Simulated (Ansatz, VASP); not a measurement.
## One calculation of GaN, two programs

```
Ga N
1.0
     0.00000    2.29770    2.29770
     2.29770    0.00000    2.29770
     2.29770    2.29770    0.00000
Ga N
1 1
Direct
  0.00000 0.00000 0.00000
  0.25000 0.25000 0.25000
```

Alike in both runs: task single point; functional BLYP; dispersion D3(BJ); k mesh 10 × 10 × 10; occupations fermi-dirac, width 0.05 eV; no spin polarisation.

|  | VASP | Ansatz |
| --- | --- | --- |
| version | VASP 6.6.1 | Ansatz 0.2.0 |
| potentials or method | VASP PAW PBE potentials, release 64 (Ga_d, N_h) | Ansatz PAW |
| plane-wave cutoff (eV) | 910 | 420 |
| valence electrons in the cell | 18 | 18 |

|  | VASP | Ansatz | Ansatz less VASP |
| --- | --- | --- | --- |
| gap on the k mesh at the Fermi level (eV) | 1.43 | 1.43 | +0.003 |
| least direct gap on the mesh (eV) | 1.43 | 1.43 | +0.003 |

VASP's potentials were made for PBE, not for BLYP.

Noted on VASP's run: the cutoff is short for stress, so the pressure is rough.
